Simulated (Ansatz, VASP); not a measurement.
This is a calculation of Sb for Ansatz 0.2.0.

The input input.yaml:

```yaml
crystal:
  lattice:
    - [3.13334, 0.0, 0.0]
    - [0.0, 3.13334, 0.0]
    - [0.0, 0.0, 31.36]
  atoms:
    - { symbol: Sb, position: [0.0, 0.0, 0.24201] }
    - { symbol: Sb, position: [0.0, 0.0, 0.33197] }
kpoints:
  mp_grid: { grid: [9, 9, 1] }
scf:
  occupations: { method: fermi_dirac, width: 0.05 }
hamiltonian:
  xc: lda
  pseudopotentials: { kind: all_electron, lapw: { basis_error: 0.002 } }
output:
  forces: true
  stress: true
  eigenvalues: true
```

Potentials or basis: all-electron LAPW, scalar-relativistic.

Launch:

```sh
$ ansatz run input.yaml --threads 4 --pin off --max-ram 12288MiB --backend cpu --events-out ev --progress --plain --runs-dir out
```

Task: Set up the same calculation for VASP 6.6.1. Potentials there: VASP PAW LDA potentials, release 64 (Sb).

Result: As run (the cutoff follows the program's own potentials):

Contents of INCAR:

```
ALGO     = Normal         # electronic algorithm
EDIFF    = 1E-7           # SCF threshold, eV
ENCUT    = 520            # plane-wave cutoff, eV
ISIF     = 2              # what is computed and relaxed
ISMEAR   = -1             # smearing method
LASPH    = T              # aspherical terms in the spheres
LCHARG   = T              # write CHGCAR
LELF     = T              # ELF
LREAL    = F              # projectors in reciprocal space
LVHAR    = T            
LWAVE    = F              # write WAVECAR
NBANDS   = 12             # bands
NELM     = 60             # most SCF steps
PREC     = Accurate       # precision mode
SIGMA    = 0.05           # smearing width, eV
```

Contents of KPOINTS:

```
k-points
0
Gamma
  9 9 1
```

The input POSCAR:

```
Sb
1.0
    3.1333400000      0.0000000000      0.0000000000
    0.0000000000      3.1333400000      0.0000000000
    0.0000000000      0.0000000000     31.3600000000
Sb
2
Direct
    0.0000000000      0.0000000000      0.2420100000
    0.0000000000      0.0000000000      0.3319700000
```

Potentials or basis: VASP PAW LDA potentials, release 64 (Sb).

Launch:

```bash
$ cat potpaw_LDA.64/Sb/POTCAR > POTCAR
$ mpirun -np 1 vasp_std > vasp.out
```

Both were run:

|  | VASP | Ansatz | Ansatz less VASP |
| --- | --- | --- | --- |
| gap on the k mesh at the Fermi level (eV) | none | none | - |
| rms of the force components (eV/Å) | 0.141 | 0.171 | +0.0301 |

LDA's correlation is that of Perdew and Zunger in VASP and of Perdew and Wang (1992) in Ansatz. Atom by atom the forces differ by 0.030 eV/Å (rms over components). A gap of «none» marks a metal or a gap that the smearing closes. Ansatz ran all-electron here, and VASP with PAW potentials.

Neither program's run includes spin-orbit coupling.
